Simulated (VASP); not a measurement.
Wanted: the native input for a VASP 6.6.1 run.

| Property | Result |
| --- | --- |
| Task | single point |
| Functional | r2SCAN |
| Potentials or basis | VASP PAW PBE potentials, release 64 (Ti_sv, Al) |
| Cutoff | 520 eV |
| k mesh | 20 × 20 × 14 |
| Occupations | gaussian, width 0.1 eV |
| Spin | no spin polarisation |
| Dipole correction | no |
| Further INCAR settings | ALGO = Normal; EDIFF = 1e-06; NBANDS = 14 |

The system is TiAl.

```
Ti Al
1.0
     2.81170    0.00000    0.00000
     0.00000    2.81170    0.00000
     0.00000    0.00000    4.06189
Ti Al
1 1
Direct
  0.00000 0.00000 0.00000
  0.50000 0.50000 0.50000
```

The input as run:

POSCAR

```
TiAl
1.0
    2.8117028095      0.0000000000      0.0000000000
    0.0000000000      2.8117028095      0.0000000000
    0.0000000000      0.0000000000      4.0618861658
Ti Al
1 1
Direct
    0.0000000000      0.0000000000      0.0000000000
    0.5000000000      0.5000000000      0.5000000000
```

INCAR.step1

```
SYSTEM = TiAl
ALGO = Normal
EDIFF = 1E-4
ENCUT = 520
GGA = PE
ISMEAR = 0
LASPH = .True.
LCHARG = .False.
LREAL = .False.
LWAVE = .True.
NBANDS = 14
NELM = 60
PREC = Accurate
SIGMA = 0.1
```

INCAR.step2

```
SYSTEM = TiAl
ALGO = Normal
EDIFF = 1E-6
ENCUT = 520
ISIF = 2
ISMEAR = 0
ISTART = 1
LASPH = .True.
LCHARG = .True.
LELF = .True.
LMIXTAU = .True.
LREAL = .False.
LVHAR = .True.
LWAVE = .False.
METAGGA = R2SCAN
NBANDS = 14
NELM = 60
PREC = Accurate
SIGMA = 0.1
```

KPOINTS

```
k-points
0
Gamma
  20 20 14
  0 0 0
```

Potentials or basis: VASP PAW PBE potentials, release 64 (Ti_sv, Al).

Command:

```bash
$ cat potpaw_PBE.64/Ti_sv/POTCAR potpaw_PBE.64/Al/POTCAR > POTCAR
$ cp INCAR.step1 INCAR
$ mpirun -np 1 vasp_std > vasp.out
$ cp INCAR.step2 INCAR
$ mpirun -np 1 vasp_std > vasp.out
```

It gave:

| Property | Result |
| --- | --- |
| Pressure | 0.1 GPa |
| Band gap on the k mesh | zero (an odd number of electrons rules out a gap without spin polarisation) |

Caveat: the PAW data sets were made with another functional, which shifts forces and pressure a little.

It took 9.7 min on 1 thread of Intel(R) Xeon(R) Platinum 8259CL CPU @ 2.50GHz (Skylake/Cascade Lake) (shared host), peak memory 0.36 GiB.
